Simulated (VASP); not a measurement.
Write the native input for VASP 6.6.1 that does the following.

```yaml
Task: single point
Functional: PBE
Potentials_or_basis: VASP PAW PBE potentials, release 64 (B, Pd)
Cutoff: 520 eV
k_mesh: 10 × 10 × 10
Occupations: gaussian, width 0.1 eV
Spin: no spin polarisation
Dipole_correction: no
Further_INCAR_settings: ALGO = Normal; EDIFF = 1e-06; NBANDS = 23
```

The structure of B6Pd lies in POSCAR:

```
B6Pd
1.0
    3.9062041043      0.0000000000      0.0000000000
    0.0000000000      3.9062041043      0.0000000000
    0.0000000000      0.0000000000      3.9062041043
B Pd
6 1
Direct
    0.2103462316      0.0000000000      0.5000000000
    0.7896537684      0.0000000000      0.5000000000
    0.5000000000      0.2103462316      0.0000000000
    0.5000000000      0.7896537684      0.0000000000
    0.0000000000      0.5000000000      0.2103462316
    0.0000000000      0.5000000000      0.7896537684
    0.5000000000      0.5000000000      0.5000000000
```

The cell was generated, and may not be a known phase.

One way to write it, as run:

INCAR

```
ALGO = Normal
EDIFF = 1E-6
ENCUT = 520
GGA = PE
ISIF = 2
ISMEAR = 0
LASPH = True
LCHARG = True
LELF = True
LREAL = False
LVHAR = True
LWAVE = False
NBANDS = 23
NELM = 100
PREC = Accurate
SIGMA = 0.1
```

KPOINTS

```
k-points
0
Gamma
  10 10 10
```

Potentials or basis: VASP PAW PBE potentials, release 64 (B, Pd).

Launch:

```bash
$ cat potpaw_PBE.64/B/POTCAR potpaw_PBE.64/Pd/POTCAR > POTCAR
$ mpirun -np 1 vasp_std > vasp.out
```

Results of the run:

| Quantity | Value |
| --- | --- |
| Pressure | 0.0 GPa |
| Largest force | 0.012 eV/Å |
| Band gap on the k mesh | zero (bands 14 and 15 overlap by 4.18 eV) |

It took 87 s on 1 thread of Intel(R) Xeon(R) Platinum 8488C (Sapphire Rapids) (shared host), peak memory 0.23 GiB.
